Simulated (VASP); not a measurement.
Write the native input for VASP 6.6.1 that does the following.

```yaml
Task: single point
Functional: LDA
Potentials_or_basis: VASP PAW LDA potentials, release 64 (Mg, Rh_pv)
Cutoff: 520 eV
k_mesh: 7 × 7 × 7
Occupations: methfessel-paxton, width 0.1 eV
Spin: no spin polarisation
Dipole_correction: no
Further_INCAR_settings: ALGO = Normal; EDIFF = 1e-06; NBANDS = 16
```

The structure of MgRh lies in POSCAR:

```
MgRh
1.0
    3.1197251015      0.0000000000      0.0000000000
    0.0000000000      3.1197251015      0.0000000000
    0.0000000000      0.0000000000      3.1197251015
Mg Rh
1 1
Direct
    0.0000000000      0.0000000000      0.0000000000
    0.5000000000      0.5000000000      0.5000000000
```

The input as run:

INCAR

```
SYSTEM = MgRh
PREC     = Accurate       ! precision mode
ENCUT    = 520            ! plane-wave cutoff, eV
EDIFF    = 1E-6           ! SCF threshold, eV
ISMEAR   = 1              ! smearing method
SIGMA    = 0.1            ! smearing width, eV
LREAL    = .FALSE.        ! projectors in reciprocal space
LASPH    = .TRUE.         ! aspherical terms in the spheres
NELM     = 100            ! most SCF steps
ALGO     = Normal         ! electronic algorithm
ISIF     = 2              ! what is computed and relaxed
LWAVE    = .FALSE.        ! write WAVECAR
LCHARG   = .FALSE.        ! write CHGCAR
NBANDS   = 16             ! bands
```

KPOINTS

```
regular mesh
0
G
  7 7 7
  0 0 0
```

Potentials or basis: VASP PAW LDA potentials, release 64 (Mg, Rh_pv).

Launch:

```sh
$ cat potpaw_LDA.64/Mg/POTCAR potpaw_LDA.64/Rh_pv/POTCAR > POTCAR
$ mpirun -np 1 vasp_std > vasp.out
```

It gave:

The pressure is -8.7 GPa.

Wall time 2.9 s on 1 thread of Intel(R) Xeon(R) 6975P-C (Granite Rapids) (shared host), peak memory 0.13 GiB.
